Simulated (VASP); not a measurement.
# PrBe3Si (Amm2) in VASP: single point with PBE

Aim: the single point of PrBe3Si with PBE.

Everything below comes from runs of VASP 6.6.1. Logs are shortened: lines on timing, memory, paths and dates and some standing lists are left out, and cuts for length are marked.

**1. The cell of the first run**

Symmetry: Amm2, No. 38, orthorhombic system. Conventional cell: a = 3.765 Å, b = 5.905 Å, c = 6.776 Å, α = 90.00°, β = 90.00°, γ = 90.00°. Pr (site symmetry mm2) has 11 Be at 2.86 to 3.01 Å and 6 Si at 3.15 to 3.61 Å and 2 Pr at 3.76 Å within 3.8 Å. Within 2.7 Å of Be (site symmetry m) lie 3 Be at 2.01 to 2.26 Å and 2 Si at 2.32 to 2.35 Å. Within 3.0 Å of Be (site symmetry mm2) lie 4 Be at 2.26 Å and 2 Si at 2.34 Å and 3 Pr at 2.86 to 3.00 Å. Within 3.1 Å of Si (site symmetry mm2) lie 6 Be at 2.32 to 2.35 Å.

**2. Single point, PBE**

The input, INCAR:

```
ALGO = Normal
EDIFF = 1E-6
ENCUT = 600
GGA = PE
GGA_COMPAT = F
ISIF = 2
ISMEAR = 0
LASPH = T
LCHARG = F
LMAXMIX = 6
LREAL = F
LWAVE = F
NBANDS = 20
NELM = 200
PREC = Accurate
SIGMA = 0.1
```

The input, KPOINTS:

```
k-points
0
Gamma
  4 4 4
```

The input, POSCAR:

```
PrBe3Si
1.0
    3.7649299630      0.0000000000      0.0000000000
    0.0000000000      2.9527301693      3.3881145502
    0.0000000000     -2.9527301693      3.3881145502
Pr Be Si
1 3 1
Direct
    0.5000000000      0.0372305901      0.0372305901
    0.0000000000      0.1805416999      0.5210027043
    0.0000000000      0.5210027043      0.1805416999
    0.5000000000      0.4595636837      0.4595636837
    0.0000000000      0.6639548719      0.6639548719
```

Potentials or basis: VASP PAW PBE potentials, release 64 (Pr, Be, Si).

On the command line:

```sh
cat potpaw_PBE.64/Pr/POTCAR potpaw_PBE.64/Be/POTCAR potpaw_PBE.64/Si/POTCAR > POTCAR
mpirun -np 1 vasp_std > vasp.out
```

OUTCAR:

```text
EDIFF = 1E-6
   ENCUT = 600
   GGA = PE
   ISIF = 2
   ISMEAR = 0
   LASPH = T
   LREAL = F
   NELM = 200
   PREC = Accurate

 ion  position               nearest neighbor table
   1  0.500  0.037  0.037-   4 2.86   5 3.15   5 3.15
   2  0.000  0.181  0.521-   3 2.01   4 2.26   4 2.26   5 2.32   5 2.35
   3  0.000  0.521  0.181-   2 2.01   4 2.26   4 2.26   5 2.32   5 2.35
   4  0.500  0.460  0.460-   2 2.26   3 2.26   2 2.26   3 2.26   5 2.34   5 2.34   1 2.86
   5  0.000  0.664  0.664-   2 2.32   3 2.32   4 2.34   4 2.34   2 2.35   3 2.35   1 3.15   1 3.15

  LATTYP: Found a base centered orthorhombic cell.
 ALAT       =     5.9054603386
 B/A-ratio  =     1.1474514622
 C/A-ratio  =     0.6375336971

  Lattice vectors:

 A1 = (   0.0000000000,   2.9527301693,  -3.3881145502)
 A2 = (   0.0000000000,   2.9527301693,   3.3881145502)
 A3 = (   3.7649299630,   0.0000000000,   0.0000000000)

Analysis of symmetry for initial positions (statically):
=====================================================================
 Subroutine PRICEL returns:
 Original cell was already a primitive cell.

 Routine SETGRP: Setting up the symmetry group for a
 base centered orthorhombic supercell.

 Subroutine GETGRP returns: Found  4 space group operations
 (whereof  4 operations were pure point group operations)
 out of a pool of  8 trial point group operations.

The static configuration has the point symmetry C_2v.

Analysis of symmetry for dynamics (positions and initial velocities):
=====================================================================
 Subroutine PRICEL returns:
 Original cell was already a primitive cell.

 Routine SETGRP: Setting up the symmetry group for a
 base centered orthorhombic supercell.

 Subroutine GETGRP returns: Found  4 space group operations
 (whereof  4 operations were pure point group operations)
 out of a pool of  8 trial point group operations.

The dynamic configuration has the point symmetry C_2v.

 Subroutine INISYM returns: Found  4 space group operations
 (whereof  4 operations are pure point group operations),
 and found     1 'primitive' translations

----------------------------------------------------------------------------------------

                                     Primitive cell

  volume of cell :      75.3301

  direct lattice vectors                    reciprocal lattice vectors
     3.764929963  0.000000000  0.000000000     0.265609191  0.000000000  0.000000000
     0.000000000  2.952730169  3.388114550     0.000000000  0.169334809  0.147574703
     0.000000000 -2.952730169  3.388114550     0.000000000 -0.169334809  0.147574703

  length of vectors
     3.764929963  4.494211350  4.494211350     0.265609191  0.224616497  0.224616497

  position of ions in fractional coordinates (direct lattice)
     0.500000000  0.037230590  0.037230590
     0.000000000  0.180541700  0.521002704
     0.000000000  0.521002704  0.180541700
     0.500000000  0.459563684  0.459563684
     0.000000000  0.663954872  0.663954872

  ion indices of the primitive-cell ions
   primitive index   ion index
                 1           1
                 2           2
                 3           3
                 4           4
                 5           5

----------------------------------------------------------------------------------------

 KPOINTS: k-points

Automatic generation of k-mesh.
 Grid dimensions read from file:
 generate k-points for:    4    4    4

 Generating k-lattice:

  Cartesian coordinates                     Fractional coordinates (reciprocal lattice)
     0.066402298  0.000000000  0.000000000     0.250000000  0.000000000  0.000000000
     0.000000000  0.042333702  0.036893676     0.000000000  0.250000000  0.000000000
     0.000000000 -0.042333702  0.036893676     0.000000000  0.000000000  0.250000000

  Length of vectors
     0.066402298  0.056154124  0.056154124

  Shift w.r.t. Gamma in fractional coordinates (k-lattice)
     0.000000000  0.000000000  0.000000000

 Subroutine IBZKPT returns following result:
 ===========================================

 Found     21 irreducible k-points:

 Following reciprocal coordinates:
            Coordinates               Weight
  0.000000  0.000000  0.000000      1.000000
  0.250000  0.000000  0.000000      2.000000
  0.500000  0.000000  0.000000      1.000000
  0.000000  0.250000  0.000000      4.000000
  0.250000  0.250000  0.000000      8.000000
  0.500000  0.250000  0.000000      4.000000
[... 13 lines left out ...]
  0.250000  0.500000  0.500000      2.000000
  0.500000  0.500000  0.500000      1.000000
   k-points           NKPTS =     21   k-points in BZ     NKDIM =     21   number of bands    NBANDS=     20
   number of dos      NEDOS =    301   number of ions     NIONS =      5
   total plane-waves  NPLWV =  38880
   dimension x,y,z NGX =    30 NGY =   36 NGZ =   36
   dimension x,y,z NGXF=    60 NGYF=   72 NGZF=   72
   ions per type =               1   3   1
   NGX,Y,Z   is equivalent  to a cutoff of  13.25, 13.32, 13.32 a.u.
   NGXF,Y,Z  is equivalent  to a cutoff of  26.49, 26.63, 26.63 a.u.
 SYSTEM =  unknown system
   PREC   = accura    normal or accurate (medium, high low for compatibility)
   ISTART =      0    job   : 0-new  1-cont  2-samecut
   ICHARG =      2    charge: 1-file 2-atom 10-const
   ISPIN  =      1    spin polarized calculation?
   LNONCOLLINEAR =      F non collinear calculations
   LSORBIT =      F    spin-orbit coupling
   LASPH  =      T    aspherical Exc in radial PAW
   ENCUT  =  600.0 eV  44.10 Ry    6.64 a.u.   7.52  8.98  8.98*2*pi/ulx,y,z
   NELM   =    200;   NELMIN=  2; NELMDL= -5     # of ELM steps
   EDIFF  = 0.1E-05   stopping-criterion for ELM
   LREAL  =      F    real-space projection
   EDIFFG = 0.1E-04   stopping-criterion for IOM
   NSW    =      0    number of steps for IOM
   IBRION =     -1    ionic relax: 0-MD 1-quasi-New 2-CG
   NFREE  =      0    steps in history (QN), initial steepest desc. (CG)
   ISIF   =      2    stress and relaxation
   ISYM   =      2    0-nonsym 1-usesym 2-fastsym
   POTIM  = 0.5000    time-step for ionic-motion
   TEBEG  =    0.0;   TEEND  =   0.0 temperature during run
   PSTRESS=    0.0 pullay stress
   NELECT =      23.0000    total number of electrons
   NUPDOWN=      -1.0000    fix difference up-down
   EMIN   =  10.00;   EMAX   =-10.00  energy-range for DOS
   EFERMI =   0.00;   METHOD = LEGACY
   ISMEAR =     0;   SIGMA  =   0.10  broadening in eV -4-tet -1-fermi 0-gaus
   EFERMI_NEDOS =   21; number of points for ismear=-14 and -15
   IALGO  =     38    algorithm
   IMIX   =      4    mixing-type and parameters
     AMIX     =   0.40;   BMIX     =  1.00
     AMIX_MAG =   1.60;   BMIX_MAG =  1.00
  volume/ion in A,a.u.               =      15.07       101.67
  Fermi-wavevector in a.u.,A,eV,Ry     =   1.102371  2.083180 16.534103  1.215222
  Thomas-Fermi vector in A             =   2.238813
   LORBIT       =      0    0 simple, 1 ext, 2 COOP (PROOUT), +10 PAW based schemes
   GGA     = PE    functional components
   LHFCALC =     F    Hartree Fock is set to
   AEXX    =    0.0000 exact exchange contribution
   IVDW    =     0    specifies the selected vdW correction
   LEPSILON=     F    determine dielectric tensor
   LRPA    =     F    only Hartree local field effects (RPA)
 non-spin polarized calculation
 Gauss-broadening in eV      SIGMA  =   0.10
  energy-cutoff  :      600.00
  volume of cell :       75.33
 maximum number of plane-waves:      2532
   NGX = 15   NGY = 17   NGZ = 17

 number of electron      22.9999998 magnetization

 Free energy of the ion-electron system (eV)
  ---------------------------------------------------
  ext. energy  EPLUGINS =         0.00000000
  ---------------------------------------------------
  free energy    TOTEN  =       -22.23253530 eV

  energy without entropy =      -22.16687936  energy(sigma->0) =      -22.19970733

 E-fermi :   6.1999     XC(G=0): -10.3359

 val. band max:        6.1949745641   @ k =   0.5000   0.2500   0.2500
 cond. band min:       6.2045779958   @ k =   0.0000   0.5000   0.0000
 fundamental gap:      0.0096034318
 Fermi energy:         6.1998920963

 k-point     1 :       0.0000    0.0000    0.0000
  band No.  band energies     occupation
      1     -29.3153      2.00000
      2     -11.3583      2.00000
      3     -11.3229      2.00000
      4     -11.0788      2.00000
      5      -3.5132      2.00000
      6       2.3783      2.00000
[... 12 lines left out ...]
     19       8.0338      0.00000
     20       8.8766      0.00000

 k-point     2 :       0.2500    0.0000    0.0000
  band No.  band energies     occupation
      1     -29.2953      2.00000
      2     -11.3940      2.00000
      3     -11.3131      2.00000
      4     -11.2836      2.00000
      5      -2.9750      2.00000
      6       2.2045      2.00000
[... 12 lines left out ...]
     19       7.9212      0.00000
     20       7.9708      0.00000

 k-point     3 :       0.5000    0.0000    0.0000
  band No.  band energies     occupation
      1     -29.2752      2.00000
      2     -11.6826      2.00000
      3     -11.2692      2.00000
      4     -11.2437      2.00000
      5      -2.1792      2.00000
      6       0.5942      2.00000
[... 12 lines left out ...]
     19       7.0239      0.00000
     20       8.5282      0.00000

 k-point     4 :       0.0000    0.2500    0.0000
  band No.  band energies     occupation
      1     -29.3130      2.00000
      2     -11.4299      2.00000
      3     -11.3284      2.00000
      4     -11.0714      2.00000
      5      -3.1503      2.00000
      6       1.0605      2.00000
[... 360 lines left out ...]
 k-point    20 :       0.2500    0.5000    0.5000
  band No.  band energies     occupation
      1     -29.2863      2.00000
      2     -11.4638      2.00000
      3     -11.3865      2.00000
      4     -11.3483      2.00000
      5      -2.3257      2.00000
      6       0.8148      2.00000
[... 12 lines left out ...]
     19       8.9692      0.00000
     20       9.6654      0.00000

 k-point    21 :       0.5000    0.5000    0.5000
  band No.  band energies     occupation
      1     -29.2663      2.00000
      2     -11.6259      2.00000
      3     -11.4088      2.00000
      4     -11.3411      2.00000
      5      -1.8235      2.00000
      6       0.7562      2.00000
[... 12 lines left out ...]
     19       9.3189      0.00000
     20      10.4380      0.00000

------------------------ aborting loop because EDIFF is reached ----------------------------------------

  FORCE on cell =-STRESS in cart. coord.  units (eV):
  Direction    XX          YY          ZZ          XY          YZ          ZX
  --------------------------------------------------------------------------------------
  -------------------------------------------------------------------------------------
  Total       -2.8585977     -1.9700970     -1.6184737      0.0000000      0.0000000      0.0000000
  in kB      -60.7987813    -41.9014874    -34.4229021      0.0000000      0.0000000      0.0000000
  external PRESSURE =     -45.7077236 kB  Pullay stress =       0.0000000 kB

 VOLUME and BASIS-vectors are now :
 -----------------------------------------------------------------------------
  energy-cutoff  :      600.00
  volume of cell :       75.33
      direct lattice vectors                 reciprocal lattice vectors
     3.764929963  0.000000000  0.000000000     0.265609191  0.000000000  0.000000000
     0.000000000  2.952730169  3.388114550     0.000000000  0.169334809  0.147574703
     0.000000000 -2.952730169  3.388114550     0.000000000 -0.169334809  0.147574703

 POSITION                                       TOTAL-FORCE (eV/Angst)
 -----------------------------------------------------------------------------------
      1.88246      0.00000      0.25228         0.000000      0.000000      0.033403
      0.00000     -1.00529      2.37691         0.000000     -0.169694     -0.076750
      0.00000      1.00529      2.37691         0.000000      0.169694     -0.076750
      1.88246      0.00000      3.11411         0.000000      0.000000     -0.073112
      0.00000      0.00000      4.49911         0.000000      0.000000      0.193210
 -----------------------------------------------------------------------------------
    total drift:                                0.000000     -0.000000     -0.000513

  FREE ENERGIE OF THE ION-ELECTRON SYSTEM (eV)
  ---------------------------------------------------
  free  energy   TOTEN  =       -22.2325353008 eV

  energy  without entropy=      -22.1668793594  energy(sigma->0) =      -22.19970733
```

Run time: 2.8 min. Hardware: 1 thread of Intel Xeon 8259CL, shared host; peak memory 0.22 GiB.

Results:

```yaml
Free_energy: -22.2325 eV
Pressure: -4.6 GPa
Largest_force: 0.193 eV/Å
```

Forces in eV/Å, atoms in the order of the input:
```
Pr   0.000  0.000  0.033
Be   0.000 -0.170 -0.077
Be   0.000  0.170 -0.077
Be   0.000  0.000 -0.073
Si   0.000  0.000  0.193
```

Caveat: the k points lie up to 0.42 Å⁻¹ apart; spin-orbit coupling is left out, which moves the levels of the heavy elements; without U or exact exchange the open f shell lies at the Fermi level, which spoils levels, moments and volumes. Spin polarisation is off, so any magnetic state and its effect on volume and gap are missing.
